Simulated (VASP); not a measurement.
# InSe (C2/m) in VASP: notebook

Runs on InSe. Level: PBE. Tasks: single point.

All numbers are computed with VASP 6.6.1; they aren't measurements. Logs are shortened: lines on timing, memory, paths and dates and some standing lists are left out, and cuts for length are marked.

## 1. The cell of the first run

The structure is monoclinic, space group C2/m (No. 12). The conventional cell has a = 11.759 Å, b = 4.110 Å, c = 4.698 Å, α = 90.00°, β = 110.33°, γ = 90.00°. In (site symmetry m) has 3 Se at 2.68 to 2.69 Å and 1 In at 2.79 Å within 3.5 Å. Se (site symmetry m) has 5 In at 2.68 to 3.70 Å and 3 Se at 3.47 to 3.61 Å within 3.7 Å.

## 2. Single point, PBE

Input file INCAR:

```
SYSTEM = InSe
PREC     = Accurate       ! precision mode
ENCUT    = 520            ! plane-wave cutoff, eV
EDIFF    = 1E-6           ! SCF threshold, eV
ISMEAR   = 0              ! smearing method
SIGMA    = 0.01           ! smearing width, eV
LREAL    = .False.        ! projectors in reciprocal space
LASPH    = .True.         ! aspherical terms in the spheres
NELM     = 80             ! most SCF steps
ALGO     = Normal         ! electronic algorithm
ISIF     = 2              ! what is computed and relaxed
LWAVE    = .False.        ! write WAVECAR
LCHARG   = .False.        ! write CHGCAR
GGA      = PE             ! functional
NBANDS   = 27             ! bands
```

Input file KPOINTS:

```
Automatic mesh
0
Gamma
  4 4 4
  0 0 0
```

Input file POSCAR:

```
InSe
1.0
    5.8791298263     -2.0549041872      0.0681376718
    5.8791298263      2.0549041872      0.0681376718
   -1.6833233609      0.0000000000      4.3858890753
In Se
2 2
Direct
    0.1131987521      0.1131987521      0.9651310488
    0.8868012479      0.8868012479      0.0348689512
    0.3425800535      0.3425800535      0.3509438152
    0.6574199465      0.6574199465      0.6490561848
```

Potentials or basis: VASP PAW PBE potentials, release 64 (In_d, Se).

Run with:

```console
$ cat potpaw_PBE.64/In_d/POTCAR potpaw_PBE.64/Se/POTCAR > POTCAR
$ mpirun -np 1 vasp_std > vasp.out
```

OUTCAR:

```text
SYSTEM = InSe
   PREC = Accurate
   ENCUT = 520
   EDIFF = 1E-6
   ISMEAR = 0
   LREAL = .False.
   LASPH = .True.
   NELM = 80
   ISIF = 2
   GGA = PE

 ion  position               nearest neighbor table
   1  0.113  0.113  0.965-   3 2.68   4 2.69   4 2.69   2 2.79   2 3.73   2 3.73
   2  0.887  0.887  0.035-   4 2.68   3 2.69   3 2.69   1 2.79   1 3.73   1 3.73
   3  0.343  0.343  0.351-   1 2.68   2 2.69   2 2.69
   4  0.657  0.657  0.649-   2 2.68   1 2.69   1 2.69

  LATTYP: Found a base centered monoclinic cell.
 ALAT       =    11.7590493250
 B/A-ratio  =     0.3495017548
 C/A-ratio  =     0.3995075802
 COS(beta)  =    -0.3474758735

  Lattice vectors:

 A1 = (   5.8791298263,  -2.0549041872,   0.0681376718)
 A2 = (   5.8791298263,   2.0549041872,   0.0681376718)
 A3 = (  -1.6833233609,   0.0000000000,   4.3858890753)

Analysis of symmetry for initial positions (statically):
=====================================================================
 Subroutine PRICEL returns:
 Original cell was already a primitive cell.

 Routine SETGRP: Setting up the symmetry group for a
 base centered monoclinic supercell.

 Subroutine GETGRP returns: Found  4 space group operations
 (whereof  4 operations were pure point group operations)
 out of a pool of  4 trial point group operations.

The static configuration has the point symmetry C_2h.

Analysis of symmetry for dynamics (positions and initial velocities):
=====================================================================
 Subroutine PRICEL returns:
 Original cell was already a primitive cell.

 Routine SETGRP: Setting up the symmetry group for a
 base centered monoclinic supercell.

 Subroutine GETGRP returns: Found  4 space group operations
 (whereof  4 operations were pure point group operations)
 out of a pool of  4 trial point group operations.

The dynamic configuration has the point symmetry C_2h.

 Subroutine INISYM returns: Found  4 space group operations
 (whereof  4 operations are pure point group operations),
 and found     1 'primitive' translations

----------------------------------------------------------------------------------------

                                     Primitive cell

  volume of cell :     106.4437

  direct lattice vectors                    reciprocal lattice vectors
     5.879129826 -2.054904187  0.068137672     0.084669971 -0.243320347  0.032496704
     5.879129826  2.054904187  0.068137672     0.084669971  0.243320347  0.032496704
    -1.683323361  0.000000000  4.385889075    -0.002630807  0.000000000  0.226994227

  length of vectors
     6.228277569  6.228277569  4.697829341     0.259672546  0.259672546  0.227009472

  position of ions in fractional coordinates (direct lattice)
     0.113198752  0.113198752  0.965131049
     0.886801248  0.886801248  0.034868951
     0.342580054  0.342580054  0.350943815
     0.657419946  0.657419946  0.649056185

  ion indices of the primitive-cell ions
   primitive index   ion index
                 1           1
                 2           2
                 3           3
                 4           4

----------------------------------------------------------------------------------------

 KPOINTS: Automatic mesh

Automatic generation of k-mesh.
 Grid dimensions read from file:
 generate k-points for:    4    4    4

 Generating k-lattice:

  Cartesian coordinates                     Fractional coordinates (reciprocal lattice)
     0.021167493 -0.060830087  0.008124176     0.250000000  0.000000000 -0.000000000
     0.021167493  0.060830087  0.008124176     0.000000000  0.250000000 -0.000000000
    -0.000657702  0.000000000  0.056748557     0.000000000  0.000000000  0.250000000

  Length of vectors
     0.064918136  0.064918136  0.056752368

  Shift w.r.t. Gamma in fractional coordinates (k-lattice)
     0.000000000  0.000000000  0.000000000

 Subroutine IBZKPT returns following result:
 ===========================================

 Found     24 irreducible k-points:

 Following reciprocal coordinates:
            Coordinates               Weight
  0.000000  0.000000  0.000000      1.000000
  0.250000 -0.000000  0.000000      4.000000
  0.500000 -0.000000  0.000000      2.000000
  0.250000  0.250000  0.000000      2.000000
  0.500000  0.250000  0.000000      4.000000
 -0.250000  0.250000  0.000000      2.000000
[... 16 lines left out ...]
 -0.250000  0.250000  0.500000      2.000000
  0.500000  0.500000  0.500000      1.000000
   k-points           NKPTS =     24   k-points in BZ     NKDIM =     24   number of bands    NBANDS=     27
   number of dos      NEDOS =    301   number of ions     NIONS =      4
   total plane-waves  NPLWV =  82944
   dimension x,y,z NGX =    48 NGY =   48 NGZ =   36
   dimension x,y,z NGXF=    96 NGYF=   96 NGZF=   72
   ions per type =               2   2
   NGX,Y,Z   is equivalent  to a cutoff of  12.81, 12.81, 12.74 a.u.
   NGXF,Y,Z  is equivalent  to a cutoff of  25.62, 25.62, 25.48 a.u.
 SYSTEM =  InSe
   PREC   = accura    normal or accurate (medium, high low for compatibility)
   ISTART =      0    job   : 0-new  1-cont  2-samecut
   ICHARG =      2    charge: 1-file 2-atom 10-const
   ISPIN  =      1    spin polarized calculation?
   LNONCOLLINEAR =      F non collinear calculations
   LSORBIT =      F    spin-orbit coupling
   LASPH  =      T    aspherical Exc in radial PAW
   ENCUT  =  520.0 eV  38.22 Ry    6.18 a.u.  11.58 11.58  8.73*2*pi/ulx,y,z
   NELM   =     80;   NELMIN=  2; NELMDL= -5     # of ELM steps
   EDIFF  = 0.1E-05   stopping-criterion for ELM
   LREAL  =      F    real-space projection
[... 7 lines left out ...]
   TEBEG  =    0.0;   TEEND  =   0.0 temperature during run
   PSTRESS=    0.0 pullay stress
   NELECT =      38.0000    total number of electrons
   NUPDOWN=      -1.0000    fix difference up-down
   EMIN   =  10.00;   EMAX   =-10.00  energy-range for DOS
   EFERMI =   0.00;   METHOD = LEGACY
   ISMEAR =     0;   SIGMA  =   0.01  broadening in eV -4-tet -1-fermi 0-gaus
   EFERMI_NEDOS =   21; number of points for ismear=-14 and -15
   IALGO  =     38    algorithm
   IMIX   =      4    mixing-type and parameters
     AMIX     =   0.40;   BMIX     =  1.00
     AMIX_MAG =   1.60;   BMIX_MAG =  1.00
  volume/ion in A,a.u.               =      26.61       179.58
  Fermi-wavevector in a.u.,A,eV,Ry     =   1.161349  2.194631 18.350607  1.348732
  Thomas-Fermi vector in A             =   2.297922
   LORBIT       =      0    0 simple, 1 ext, 2 COOP (PROOUT), +10 PAW based schemes
   GGA     = PE    functional components
   LHFCALC =     F    Hartree Fock is set to
   AEXX    =    0.0000 exact exchange contribution
   IVDW    =     0    specifies the selected vdW correction
   LEPSILON=     F    determine dielectric tensor
   LRPA    =     F    only Hartree local field effects (RPA)
 non-spin polarized calculation
 Gauss-broadening in eV      SIGMA  =   0.01
  energy-cutoff  :      520.00
  volume of cell :      106.44
 maximum number of plane-waves:      2894
 NGX is ok and might be reduce to    48
   NGX = 23   NGY = 23   NGZ = 17

 number of electron      38.0000004 magnetization

 Free energy of the ion-electron system (eV)
  ---------------------------------------------------
  ext. energy  EPLUGINS =         0.00000000
  ---------------------------------------------------
  free energy    TOTEN  =       -14.01086399 eV

  energy without entropy =      -14.01086399  energy(sigma->0) =      -14.01086399

 E-fermi :   4.5804     XC(G=0):  -9.4667

 val. band max:        4.4755989174   @ k =  -0.2500  -0.2500   0.2500
 cond. band min:       5.6882815395   @ k =   0.0000   0.0000   0.5000
 fundamental gap:      1.2126826221
 Fermi energy:         4.5804071749

 k-point     1 :       0.0000    0.0000    0.0000
  band No.  band energies     occupation
      1      -9.9223      2.00000
      2      -9.8217      2.00000
      3      -9.6105      2.00000
      4      -9.5925      2.00000
      5      -9.5552      2.00000
      6      -9.5512      2.00000
[... 19 lines left out ...]
     26      11.6230      0.00000
     27      13.3900      0.00000

 k-point     2 :       0.2500   -0.0000    0.0000
  band No.  band energies     occupation
      1      -9.9086      2.00000
      2      -9.8191      2.00000
      3      -9.7347      2.00000
      4      -9.5991      2.00000
      5      -9.5619      2.00000
      6      -9.5364      2.00000
[... 19 lines left out ...]
     26      11.7277      0.00000
     27      12.7692      0.00000

 k-point     3 :       0.5000   -0.0000    0.0000
  band No.  band energies     occupation
      1      -9.9090      2.00000
      2      -9.8541      2.00000
      3      -9.7400      2.00000
      4      -9.6456      2.00000
      5      -9.5603      2.00000
      6      -9.5437      2.00000
[... 19 lines left out ...]
     26      11.8629      0.00000
     27      13.4251      0.00000

 k-point     4 :       0.2500    0.2500    0.0000
  band No.  band energies     occupation
      1      -9.9201      2.00000
      2      -9.7894      2.00000
      3      -9.6470      2.00000
      4      -9.5963      2.00000
      5      -9.5634      2.00000
      6      -9.5600      2.00000
[... 19 lines left out ...]
     26      11.5766      0.00000
     27      12.9895      0.00000

 k-point     5 :       0.5000    0.2500    0.0000
  band No.  band energies     occupation
      1      -9.9249      2.00000
      2      -9.7702      2.00000
      3      -9.6873      2.00000
      4      -9.6514      2.00000
      5      -9.5935      2.00000
      6      -9.5345      2.00000
[... 19 lines left out ...]
     26      11.0356      0.00000
     27      11.5030      0.00000

 k-point     6 :      -0.2500    0.2500    0.0000
  band No.  band energies     occupation
      1      -9.9108      2.00000
      2      -9.8426      2.00000
      3      -9.7680      2.00000
      4      -9.6151      2.00000
      5      -9.5700      2.00000
      6      -9.5360      2.00000
[... 444 lines left out ...]
      1      -9.9191      2.00000
      2      -9.7959      2.00000
      3      -9.6518      2.00000
      4      -9.5872      2.00000
      5      -9.5781      2.00000
      6      -9.5646      2.00000
[... 19 lines left out ...]
     26      11.5981      0.00000
     27      12.8651      0.00000

 k-point    22 :       0.5000    0.2500    0.5000
  band No.  band energies     occupation
      1      -9.9348      2.00000
      2      -9.7892      2.00000
      3      -9.7436      2.00000
      4      -9.6481      2.00000
      5      -9.5919      2.00000
      6      -9.5261      2.00000
[... 19 lines left out ...]
     26      11.3783      0.00000
     27      12.7918      0.00000

 k-point    23 :      -0.2500    0.2500    0.5000
  band No.  band energies     occupation
      1      -9.9263      2.00000
      2      -9.9183      2.00000
      3      -9.7747      2.00000
      4      -9.6283      2.00000
      5      -9.5644      2.00000
      6      -9.5192      2.00000
[... 19 lines left out ...]
     26      12.5630      0.00000
     27      13.0228      0.00000

 k-point    24 :       0.5000    0.5000    0.5000
  band No.  band energies     occupation
      1      -9.9133      2.00000
      2      -9.7341      2.00000
      3      -9.6819      2.00000
      4      -9.6559      2.00000
      5      -9.5872      2.00000
      6      -9.5568      2.00000
[... 19 lines left out ...]
     26      11.9129      0.00000
     27      12.6075      0.00000

------------------------ aborting loop because EDIFF is reached ----------------------------------------

  FORCE on cell =-STRESS in cart. coord.  units (eV):
  Direction    XX          YY          ZZ          XY          YZ          ZX
  --------------------------------------------------------------------------------------
  -------------------------------------------------------------------------------------
  Total        1.6406246      1.9291275      1.5659405      0.0000000      0.0000000      0.0239284
  in kB       24.6944856     29.0369972     23.5703496      0.0000000      0.0000000      0.3601679
  external PRESSURE =      25.7672775 kB  Pullay stress =       0.0000000 kB

 VOLUME and BASIS-vectors are now :
 -----------------------------------------------------------------------------
  energy-cutoff  :      520.00
  volume of cell :      106.44
      direct lattice vectors                 reciprocal lattice vectors
     5.879129826 -2.054904187  0.068137672     0.084669971 -0.243320347  0.032496704
     5.879129826  2.054904187  0.068137672     0.084669971  0.243320347  0.032496704
    -1.683323361  0.000000000  4.385889075    -0.002630807  0.000000000  0.226994227

 POSITION                                       TOTAL-FORCE (eV/Angst)
 -----------------------------------------------------------------------------------
     -0.29361      0.00000      4.24838        -0.064228      0.000000      0.024433
     10.36854      0.00000      0.27378         0.064228      0.000000     -0.024433
      3.43739      0.00000      1.58589         0.021936      0.000000      0.256776
      6.63754      0.00000      2.93628        -0.021936      0.000000     -0.256776
 -----------------------------------------------------------------------------------
    total drift:                                0.000000      0.000000      0.000000

  FREE ENERGIE OF THE ION-ELECTRON SYSTEM (eV)
  ---------------------------------------------------
  free  energy   TOTEN  =       -14.0108639853 eV

  energy  without entropy=      -14.0108639853  energy(sigma->0) =      -14.01086399
```

Wall time 2.4 min (1 thread of AMD EPYC 7R13, shared host); peak memory 0.27 GiB.

Results:

```yaml
Free_energy: -14.0109 eV
Pressure: 2.6 GPa
Largest_force: 0.258 eV/Å
Band_gap_on_the_k_mesh: 1.21 eV (least direct gap 1.25 eV)
```

Forces on the atoms (eV/Å):
```
In  -0.064  0.000  0.024
In   0.064  0.000 -0.024
Se   0.022  0.000  0.257
Se  -0.022  0.000 -0.257
```

Stress tensor (GPa, compression positive):
```
2.47 0.00 0.04
0.00 2.90 0.00
0.04 0.00 2.36
```

Levels at points of the mesh, in eV from the valence-band top:
```tsv
k point	band 17	band 18	band 19	band 20	band 21	band 22
(0.00, 0.00, 0.00)	-2.01	-1.44	-1.13	2.92	3.50	4.09
(0.50, 0.00, 0.00)	-1.49	-1.20	-1.06	1.89	2.67	3.63
(0.50, 0.50, 0.00)	-0.96	-0.59	-0.06	1.41	2.94	3.13
(0.00, 0.00, 0.50)	-1.39	-0.97	-0.04	1.21	2.50	3.73
(0.50, 0.00, 0.50)	-2.26	-2.13	-1.44	2.44	3.42	4.31
(0.50, 0.50, 0.50)	-1.26	-0.80	-0.25	2.36	3.28	3.40
```

Caveat: spin-orbit coupling is left out, which moves the levels of the heavy elements. A k mesh can miss the band edges.

[end of part 1 of 2]
